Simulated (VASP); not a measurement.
# HfO2 (Fm-3m) in VASP: notebook

Runs on HfO2. Level: LDA. Tasks: single point, relaxation of cell and atoms.

Program: VASP 6.6.1. These are calculated values, not measurements. Logs are shortened: lines on timing, memory, paths and dates and some standing lists are left out, and cuts for length are marked.

## (1) The cell of the first run

Symmetry: Fm-3m, No. 225, cubic system. Conventional cell: a = 5.034 Å, b = 5.034 Å, c = 5.034 Å, α = 90.00°, β = 90.00°, γ = 90.00°. Hf (site symmetry m-3m) has 8 O at 2.18 Å within 2.9 Å. Within 2.9 Å of O (site symmetry -43m) lie 4 Hf at 2.18 Å and 6 O at 2.52 Å.

## (2) Single point, LDA (volume scaled by 1.02)

The input, INCAR:

```
SYSTEM = HfO2
PREC = Accurate ; ENCUT = 520
EDIFF = 1E-6 ; ISMEAR = 0
SIGMA = 0.01 ; LREAL = .False.
LASPH = .True. ; NELM = 100
ALGO = Normal ; ISIF = 2
LWAVE = .False. ; LCHARG = .True.
GGA = CA ; LELF = .True.
LVHAR = .True. ; NBANDS = 18
```

The input, KPOINTS:

```
regular mesh
0
Gamma
  8 8 8
  0 0 0
```

The input, POSCAR:

```
HfO2
1.0
    0.0000000000      2.5170518131      2.5170518131
    2.5170518131      0.0000000000      2.5170518131
    2.5170518131      2.5170518131      0.0000000000
Hf O
1 2
Direct
    0.0000000000      0.0000000000      0.0000000000
    0.2500000000      0.2500000000      0.2500000000
    0.7500000000      0.7500000000      0.7500000000
```

Potentials or basis: VASP PAW LDA potentials, release 64 (Hf_pv, O).

Command:

```bash
$ cat potpaw_LDA.64/Hf_pv/POTCAR potpaw_LDA.64/O/POTCAR > POTCAR
$ mpirun -np 1 vasp_std > vasp.out
```

OUTCAR:

```text
SYSTEM = HfO2
   PREC = Accurate
   ENCUT = 520
   EDIFF = 1E-6
   ISMEAR = 0
   LREAL = .False.
   LASPH = .True.
   NELM = 100
   ISIF = 2
   GGA = CA

 ion  position               nearest neighbor table
   1  0.000  0.000  0.000-   3 2.18   3 2.18   3 2.18   2 2.18   3 2.18   2 2.18   2 2.18   2 2.18

   2  0.250  0.250  0.250-   1 2.18   1 2.18   1 2.18   1 2.18
   3  0.750  0.750  0.750-   1 2.18   1 2.18   1 2.18   1 2.18

  LATTYP: Found a face centered cubic cell.
 ALAT       =     5.0341036262

  Lattice vectors:

 A1 = (   0.0000000000,   2.5170518131,   2.5170518131)
 A2 = (   2.5170518131,   0.0000000000,   2.5170518131)
 A3 = (   2.5170518131,   2.5170518131,   0.0000000000)

Analysis of symmetry for initial positions (statically):
=====================================================================
 Subroutine PRICEL returns:
 Original cell was already a primitive cell.

 Routine SETGRP: Setting up the symmetry group for a
 face centered cubic supercell.

 Subroutine GETGRP returns: Found 48 space group operations
 (whereof 48 operations were pure point group operations)
 out of a pool of 48 trial point group operations.

The static configuration has the point symmetry O_h .

Analysis of symmetry for dynamics (positions and initial velocities):
=====================================================================
 Subroutine PRICEL returns:
 Original cell was already a primitive cell.

 Routine SETGRP: Setting up the symmetry group for a
 face centered cubic supercell.

 Subroutine GETGRP returns: Found 48 space group operations
 (whereof 48 operations were pure point group operations)
 out of a pool of 48 trial point group operations.

The dynamic configuration has the point symmetry O_h .

 Subroutine INISYM returns: Found 48 space group operations
 (whereof 48 operations are pure point group operations),
 and found     1 'primitive' translations

----------------------------------------------------------------------------------------

                                     Primitive cell

  volume of cell :      31.8938

  direct lattice vectors                    reciprocal lattice vectors
     0.000000000  2.517051813  2.517051813    -0.198645096  0.198645096  0.198645096
     2.517051813  0.000000000  2.517051813     0.198645096 -0.198645096  0.198645096
     2.517051813  2.517051813  0.000000000     0.198645096  0.198645096 -0.198645096
[... 79 lines left out ...]
   ICHARG =      2    charge: 1-file 2-atom 10-const
   ISPIN  =      1    spin polarized calculation?
   LNONCOLLINEAR =      F non collinear calculations
   LSORBIT =      F    spin-orbit coupling
   LASPH  =      T    aspherical Exc in radial PAW
   ENCUT  =  520.0 eV  38.22 Ry    6.18 a.u.   6.62  6.62  6.62*2*pi/ulx,y,z
   NELM   =    100;   NELMIN=  2; NELMDL= -5     # of ELM steps
   EDIFF  = 0.1E-05   stopping-criterion for ELM
   LREAL  =      F    real-space projection
   EDIFFG = 0.1E-04   stopping-criterion for IOM
   NSW    =      0    number of steps for IOM
   IBRION =     -1    ionic relax: 0-MD 1-quasi-New 2-CG
   NFREE  =      0    steps in history (QN), initial steepest desc. (CG)
   ISIF   =      2    stress and relaxation
   ISYM   =      2    0-nonsym 1-usesym 2-fastsym
   POTIM  = 0.5000    time-step for ionic-motion
   TEBEG  =    0.0;   TEEND  =   0.0 temperature during run
   PSTRESS=    0.0 pullay stress
   NELECT =      22.0000    total number of electrons
   NUPDOWN=      -1.0000    fix difference up-down
   EMIN   =  10.00;   EMAX   =-10.00  energy-range for DOS
   EFERMI =   0.00;   METHOD = LEGACY
   ISMEAR =     0;   SIGMA  =   0.01  broadening in eV -4-tet -1-fermi 0-gaus
   EFERMI_NEDOS =   21; number of points for ismear=-14 and -15
   IALGO  =     38    algorithm
   IMIX   =      4    mixing-type and parameters
     AMIX     =   0.40;   BMIX     =  1.00
     AMIX_MAG =   1.60;   BMIX_MAG =  1.00
  volume/ion in A,a.u.               =      10.63        71.74
  Fermi-wavevector in a.u.,A,eV,Ry     =   1.446484  2.733458 28.467679  2.092315
  Thomas-Fermi vector in A             =   2.564547
   LORBIT       =      0    0 simple, 1 ext, 2 COOP (PROOUT), +10 PAW based schemes
   GGA     = CA    functional components
   LHFCALC =     F    Hartree Fock is set to
   AEXX    =    0.0000 exact exchange contribution
   IVDW    =     0    specifies the selected vdW correction
   LEPSILON=     F    determine dielectric tensor
   LRPA    =     F    only Hartree local field effects (RPA)
 non-spin polarized calculation
 Gauss-broadening in eV      SIGMA  =   0.01
  energy-cutoff  :      520.00
  volume of cell :       31.89
 maximum number of plane-waves:       881
 NGX is ok and might be reduce to    28
   NGX = 13   NGY = 13   NGZ = 13

 number of electron      21.9999994 magnetization

 Free energy of the ion-electron system (eV)
  ---------------------------------------------------
  ext. energy  EPLUGINS =         0.00000000
  ---------------------------------------------------
  free energy    TOTEN  =       -33.04584188 eV

  energy without entropy =      -33.04584188  energy(sigma->0) =      -33.04584188

 E-fermi :   4.3994     XC(G=0): -12.4244

 val. band max:        4.2421513459   @ k =   0.5000   0.5000   0.0000
 cond. band min:       7.8920523699   @ k =   0.5000   0.5000   0.0000
 fundamental gap:      3.6499010240
 Fermi energy:         4.3994469429

 k-point     1 :       0.0000    0.0000    0.0000
  band No.  band energies     occupation
      1     -25.1567      2.00000
      2     -25.1567      2.00000
      3     -25.1567      2.00000
      4     -14.3673      2.00000
      5     -11.0958      2.00000
      6      -1.2981      2.00000
[... 481 lines left out ...]
      5     -12.0314      2.00000
      6      -0.7671      2.00000
[... 10 lines left out ...]
     17      15.1344      0.00000
     18      16.9242      0.00000

 [... further k-points ...]
[... 5 lines left out ...]
  --------------------------------------------------------------------------------------
  -------------------------------------------------------------------------------------
  Total       -1.6807243     -1.6807243     -1.6807243      0.0000000      0.0000000     -0.0000000
  in kB      -84.4307386    -84.4307386    -84.4307386      0.0000000      0.0000000     -0.0000000
  external PRESSURE =     -84.4307386 kB  Pullay stress =       0.0000000 kB

 VOLUME and BASIS-vectors are now :
 -----------------------------------------------------------------------------
  energy-cutoff  :      520.00
  volume of cell :       31.89
      direct lattice vectors                 reciprocal lattice vectors
     0.000000000  2.517051813  2.517051813    -0.198645096  0.198645096  0.198645096
     2.517051813  0.000000000  2.517051813     0.198645096 -0.198645096  0.198645096
     2.517051813  2.517051813  0.000000000     0.198645096  0.198645096 -0.198645096

 POSITION                                       TOTAL-FORCE (eV/Angst)
 -----------------------------------------------------------------------------------
      0.00000      0.00000      0.00000         0.000000      0.000000      0.000000
      1.25853      1.25853      1.25853         0.000000      0.000000      0.000000
      3.77558      3.77558      3.77558        -0.000000     -0.000000     -0.000000
 -----------------------------------------------------------------------------------
    total drift:                                0.000000      0.000000      0.000000

  FREE ENERGIE OF THE ION-ELECTRON SYSTEM (eV)
  ---------------------------------------------------
  free  energy   TOTEN  =       -33.0458418774 eV

  energy  without entropy=      -33.0458418774  energy(sigma->0) =      -33.04584188
```

OSZICAR:

```text
N       E                     dE             d eps       ncg     rms          rms(c)
DAV:   1     0.860515065200E+02    0.86052E+02   -0.12606E+04  1044   0.121E+03
DAV:   2    -0.348312800530E+02   -0.12088E+03   -0.11800E+03  1340   0.286E+02
DAV:   3    -0.386498265667E+02   -0.38185E+01   -0.38003E+01  1216   0.451E+01
DAV:   4    -0.386702301260E+02   -0.20404E-01   -0.20399E-01  1260   0.365E+00
DAV:   5    -0.386703563745E+02   -0.12625E-03   -0.12625E-03  1206   0.271E-01    0.518E+01
DAV:   6    -0.332738572242E+02    0.53965E+01   -0.19664E+01  1070   0.319E+01    0.443E+01
DAV:   7    -0.331149539467E+02    0.15890E+00   -0.68896E-01  1204   0.682E+00    0.300E+01
DAV:   8    -0.330672837398E+02    0.47670E-01   -0.29357E-01  1178   0.465E+00    0.904E+00
DAV:   9    -0.330463181865E+02    0.20966E-01   -0.66449E-02  1144   0.208E+00    0.279E+00
DAV:  10    -0.330458425077E+02    0.47568E-03   -0.21198E-03  1192   0.343E-01    0.502E-01
DAV:  11    -0.330458415531E+02    0.95456E-06   -0.12809E-04  1178   0.986E-02    0.531E-02
DAV:  12    -0.330458418774E+02   -0.32426E-06   -0.23372E-06  1236   0.122E-02
   1 F= -.33045842E+02 E0= -.33045842E+02  d E =-.116560-111
```

stdout:

```text
POSCAR found type information on POSCAR HfO
 POSCAR found :  2 types and       3 ions
 scaLAPACK will be used
 LDA part: xc-table for (Slater(with rela. corr.)+CA(PZ))
 , standard interpolation
 POSCAR, INCAR and KPOINTS ok, starting setup
 FFT: planning ... GRIDC
 FFT: planning ... GRID_SOFT
 FFT: planning ... GRID
 WAVECAR not read
 entering main loop
```

Wall time 25 s (1 thread of Intel Xeon Platinum 8259CL at 2.50GHz (Skylake/Cascade Lake), shared host); peak memory 0.15 GiB.

Results:

- Free energy: -33.0458 eV
- Pressure: -8.4 GPa
- Band gap on the k mesh: 3.65 eV, direct

Caveat: the cell differs from its parent crystal (volume scaled by 1.02); spin-orbit coupling is left out, which moves the levels of the heavy elements.

## (3) Relaxation of cell and atoms, LDA, target pressure 5 GPa, at which the enthalpy is minimised

This run uses another cell than the first one, of 10.42 Å³/atom, 0.980 times its volume.

The input, INCAR:

```
PREC = Accurate
ENCUT = 600
EDIFF = 1E-6
ISMEAR = 0
SIGMA = 0.01
LREAL = False
LASPH = True
NELM = 60
ALGO = Normal
ISIF = 3
LWAVE = False
LCHARG = False
IBRION = 2
NSW = 80
EDIFFG = -0.001
PSTRESS = 50.0
```

The input, KPOINTS:

```
regular mesh
0
Gamma
  8 8 8
```

The input, POSCAR:

```
HfO2
1.0
    0.0000000000      2.5004917822      2.5004917822
    2.5004917822      0.0000000000      2.5004917822
    2.5004917822      2.5004917822      0.0000000000
Hf O
1 2
Direct
    0.0000000000      0.0000000000      0.0000000000
    0.2500000000      0.2500000000      0.2500000000
    0.7500000000      0.7500000000      0.7500000000
```

Potentials or basis: VASP PAW LDA potentials, release 64 (Hf_pv, O).

Command:

```bash
$ cat potpaw_LDA.64/Hf_pv/POTCAR potpaw_LDA.64/O/POTCAR > POTCAR
$ mpirun -np 1 vasp_std > vasp.out
```

OUTCAR:

```text
PREC = Accurate
   ENCUT = 600
   EDIFF = 1E-6
   ISMEAR = 0
   LREAL = False
   LASPH = True
   NELM = 60
   ISIF = 3
   IBRION = 2
   NSW = 80
   EDIFFG = -0.001
   PSTRESS = 50.0

 ion  position               nearest neighbor table
   1  0.000  0.000  0.000-   3 2.17   3 2.17   3 2.17   2 2.17   3 2.17   2 2.17   2 2.17   2 2.17

   2  0.250  0.250  0.250-   1 2.17   1 2.17   1 2.17   1 2.17
   3  0.750  0.750  0.750-   1 2.17   1 2.17   1 2.17   1 2.17

  LATTYP: Found a face centered cubic cell.
 ALAT       =     5.0009835644

  Lattice vectors:

 A1 = (   0.0000000000,   2.5004917822,   2.5004917822)
 A2 = (   2.5004917822,   0.0000000000,   2.5004917822)
 A3 = (   2.5004917822,   2.5004917822,   0.0000000000)

Analysis of symmetry for initial positions (statically):
=====================================================================
 Subroutine PRICEL returns:
 Original cell was already a primitive cell.

 Routine SETGRP: Setting up the symmetry group for a
 face centered cubic supercell.

 Subroutine GETGRP returns: Found 48 space group operations
 (whereof 48 operations were pure point group operations)
 out of a pool of 48 trial point group operations.

The static configuration has the point symmetry O_h .

Analysis of symmetry for dynamics (positions and initial velocities):
=====================================================================
 Subroutine PRICEL returns:
 Original cell was already a primitive cell.

 Routine SETGRP: Setting up the symmetry group for a
 face centered cubic supercell.

 Subroutine GETGRP returns: Found 48 space group operations
 (whereof 48 operations were pure point group operations)
 out of a pool of 48 trial point group operations.

The dynamic configuration has the point symmetry O_h .

 Subroutine INISYM returns: Found 48 space group operations
 (whereof 48 operations are pure point group operations),
 and found     1 'primitive' translations

[... 128 lines left out ...]
 non-spin polarized calculation
 Gauss-broadening in eV      SIGMA  =   0.01
  energy-cutoff  :      600.00
  volume of cell :       31.27
 maximum number of plane-waves:      1056
   NGX = 15   NGY = 15   NGZ = 15

--------------------------------------- Ionic step        1  -------------------------------------------

 number of electron      22.0000000 magnetization

 Free energy of the ion-electron system (eV)
  ---------------------------------------------------
  ext. energy  EPLUGINS =         0.00000000
  ---------------------------------------------------
  free energy    TOTEN  =       -33.07410498 eV

  energy without entropy =      -33.07410498  energy(sigma->0) =      -33.07410498

------------------------ aborting loop because EDIFF is reached ----------------------------------------

  FORCE on cell =-STRESS in cart. coord.  units (eV):
  Direction    XX          YY          ZZ          XY          YZ          ZX
  --------------------------------------------------------------------------------------
  -------------------------------------------------------------------------------------
  Total       -0.6823936     -0.6823936     -0.6823936     -0.0000000      0.0000000      0.0000000
  in kB      -34.9654596    -34.9654596    -34.9654596     -0.0000000      0.0000000      0.0000000
  external PRESSURE =     -84.9654596 kB  Pullay stress =      50.0000000 kB
[... 143 lines left out ...]
--------------------------------------- Ionic step        5  -------------------------------------------

 number of electron      22.0000009 magnetization

 Free energy of the ion-electron system (eV)
  ---------------------------------------------------
  ext. energy  EPLUGINS =         0.00000000
  ---------------------------------------------------
  free energy    TOTEN  =       -33.07063305 eV

  energy without entropy =      -33.07063305  energy(sigma->0) =      -33.07063305

 E-fermi :   4.7872     XC(G=0): -12.6828

 val. band max:        4.6840113736   @ k =   0.5000   0.5000   0.0000
 cond. band min:       8.4640620753   @ k =   0.5000   0.5000   0.0000
 fundamental gap:      3.7800507017
 Fermi energy:         4.7871959599

 k-point     1 :       0.0000    0.0000    0.0000
  band No.  band energies     occupation
      1     -24.5025      2.00000
      2     -24.5025      2.00000
      3     -24.5025      2.00000
      4     -14.2428      2.00000
      5     -10.7125      2.00000
      6      -1.1729      2.00000
      7      -1.1729      2.00000
      8      -1.1729      2.00000
      9       4.0371      2.00000
     10       4.0371      2.00000
     11       4.0371      2.00000
     12       8.5243      0.00000
     13       8.5243      0.00000
     14      10.9404      0.00000
[... 401 lines left out ...]
      2     -24.7521      2.00000
      3     -24.6127      2.00000
      4     -12.3925      2.00000
      5     -11.6555      2.00000
      6      -0.5723      2.00000
      7      -0.1058      2.00000
      8       0.8483      2.00000
      9       2.3326      2.00000
     10       3.2214      2.00000
     11       3.3787      2.00000
     12       9.3546      0.00000
     13       9.8283      0.00000
     14      12.2895      0.00000
     15      13.3320      0.00000

 [... further k-points ...]
[... 5 lines left out ...]
  --------------------------------------------------------------------------------------
  -------------------------------------------------------------------------------------
  Total        0.9484028      0.9484028      0.9484028     -0.0000000     -0.0000000      0.0000000
  in kB       50.0273126     50.0273126     50.0273126     -0.0000000     -0.0000000      0.0000000
  external PRESSURE =       0.0273126 kB  Pullay stress =      50.0000000 kB
[... 22 lines left out ...]
  energy  without entropy=      -33.0706330469  energy(sigma->0) =      -33.07063305

  enthalpy is  TOTEN    =       -32.1227479917 eV   P V=        0.9478850552

 reached required accuracy - stopping structural energy minimisation
```

Run time: 63 s. Hardware: 1 thread of Intel Xeon Platinum 8259CL at 2.50GHz (Skylake/Cascade Lake), shared host; peak memory 0.16 GiB.

Results:

```yaml
Free_energy: -33.0706 eV
Relaxed_volume: 10.12 Å³/atom
Relaxed_cell: a = 3.502 Å, b = 3.502 Å, c = 3.502 Å, α = 60.00°, β = 60.00°, γ = 60.00°
Space_group_after_relaxing_to_0.05_Å: Fm-3m (No. 225)
Energy_change_on_relaxing_the_enthalpy_is_what_falls: +1.2 meV/atom
Ionic_steps: 5
Pressure_after_relaxing: 5.0 GPa
Band_gap_on_the_k_mesh: 3.78 eV, direct
```

Step by step:
```csv
step,energy change (eV),largest force (eV/Å),pressure (GPa),volume (Å³)
1,0.0000,0.0000,-3.50,31.27
2,0.1340,0.0000,22.99,28.83
3,0.0031,0.0000,4.85,30.38
4,0.0037,0.0000,5.03,30.37
5,0.0035,0.0000,5.00,30.37
```

Final structure:
```
Hf O
1.0
     0.00000    2.47641    2.47641
     2.47641    0.00000    2.47641
     2.47641    2.47641    0.00000
Hf O
1 2
Direct
  0.00000 0.00000 0.00000
  0.25000 0.25000 0.25000
  0.75000 0.75000 0.75000
```

Caveat: the cell is relaxed towards a set pressure, so the enthalpy falls and the energy may rise; spin-orbit coupling is left out, which moves the levels of the heavy elements. A k mesh can miss the band edges.

## (4) Single point, LDA

This run uses another cell than the first one, of 11.15 Å³/atom, 1.049 times its volume.

The input, INCAR:

```
SYSTEM = HfO2
  PREC = Accurate
  ENCUT = 600
  EDIFF = 1E-6
  ISMEAR = 0
  SIGMA = 0.1
  LREAL = .False.
  LASPH = .True.
  NELM = 120
  ALGO = Normal
  ISIF = 2
  LWAVE = .False.
  LCHARG = .False.
  NBANDS = 18
  GGA_COMPAT = .False.
```

The input, KPOINTS:

```
Automatic mesh
0
Gamma
  6 6 6
  0 0 0
```

The input, POSCAR:

```
HfO2
1.0
    0.0000000000      2.5575000000      2.5575000000
    2.5575000000      0.0000000000      2.5575000000
    2.5575000000      2.5575000000      0.0000000000
Hf O
1 2
Direct
    0.0000000000      0.0000000000      0.0000000000
    0.2500000000      0.2500000000      0.2500000000
    0.7500000000      0.7500000000      0.7500000000
```

Command:

```bash
$ cat potpaw_LDA.64/Hf_pv/POTCAR potpaw_LDA.64/O/POTCAR > POTCAR
$ mpirun -np 1 vasp_std > vasp.out
```

Wall time 20 s (1 thread of AMD EPYC 7R13, shared host); peak memory 0.12 GiB.

The run converged. Its results:

```
Free energy            : -32.9162 eV
Pressure               : -19.6 GPa
Band gap on the k mesh : 3.53 eV, direct
```

Levels at points of the mesh, in eV from the valence-band top:
```
           k point  band 8  band 9  band 10  band 11  band 12  band 13  band 14  band 15
(0.00, 0.00, 0.00)   -5.25   -0.60    -0.60    -0.60     3.62     3.62     5.48    10.04
(0.50, 0.00, 0.00)   -3.03   -2.70    -1.81    -1.81     4.33     4.33     6.69     8.71
(0.50, 0.50, 0.00)   -3.42   -1.51    -1.51     0.00     3.53     5.19     6.35     7.85
```

Caveat: spin-orbit coupling is left out, which moves the levels of the heavy elements. A k mesh can miss the band edges.

## (5) The runs side by side

| task | cell | k mesh | cutoff (eV) | smearing | gap on the mesh (eV) | pressure (GPa) |
| --- | --- | --- | --- | --- | --- | --- |
| single point | a = 3.560 Å, angles 60.0°, 3 atoms | 8 × 8 × 8 | 520 | gaussian 0.01 eV | 3.65 | -8.4 |
| relaxation of cell and atoms | relaxed to 5 GPa from a = 3.536 Å, angles 60.0°, 3 atoms | 8 × 8 × 8 | 600 | gaussian 0.01 eV | 3.78 | 5.0 |
| single point | a = 3.617 Å, angles 60.0°, 3 atoms | 6 × 6 × 6 | 600 | gaussian 0.1 eV | 3.53 | -19.6 |

Alike in all rows: level LDA; potentials or basis VASP PAW LDA potentials, release 64 (Hf_pv, O); no spin polarisation.

Caveats: spin-orbit coupling is left out, which moves the levels of the heavy elements; the cell is relaxed towards a set pressure, so the enthalpy falls and the energy may rise (some runs).

Total energies depend on the potentials used, so only differences within one code and one set of settings carry meaning.
